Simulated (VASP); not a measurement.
The system is GdO.

```xyz
2
Lattice="0.0000 2.7000 2.7000 2.7000 0.0000 2.7000 2.7000 2.7000 0.0000" Properties=species:S:1:pos:R:3 pbc="T T T"
Gd    0.0000    0.0000    0.0000
O     1.3500    1.3500    1.3500
```

Base run:

```yaml
Program: VASP 6.6.1
Functional: PBE
Potentials_or_basis: VASP PAW PBE potentials, release 64 (Gd, O)
Cutoff: 520 eV
k_mesh: 8 × 8 × 8
Occupations: gaussian, width 0.05 eV
Spin: collinear spin, ferromagnetic start
Starting_moments: "[7.0, 0.0] μB"
Hubbard_terms: Gd f U = 6.0 eV
```

Its results: pressure -0.1 GPa; net moment 7.94 μB per cell; site moments Gd +7.07; O +0.01 μB.

Q: The run is repeated on the same cell with these changes: moments at the start from [7.0, 0.0] to [7.72, 0.0]; dispersion from none to D4. What comes out?

A: Pressure -2.3 GPa; net moment 7.94 μB per cell; site moments Gd +7.07; O +0.01 μB.

Caveats: a cell with one magnetic atom can't hold antiferromagnetic order, which such compounds often take; pairwise dispersion overbinds metals, which lowers pressure and volume (some runs).
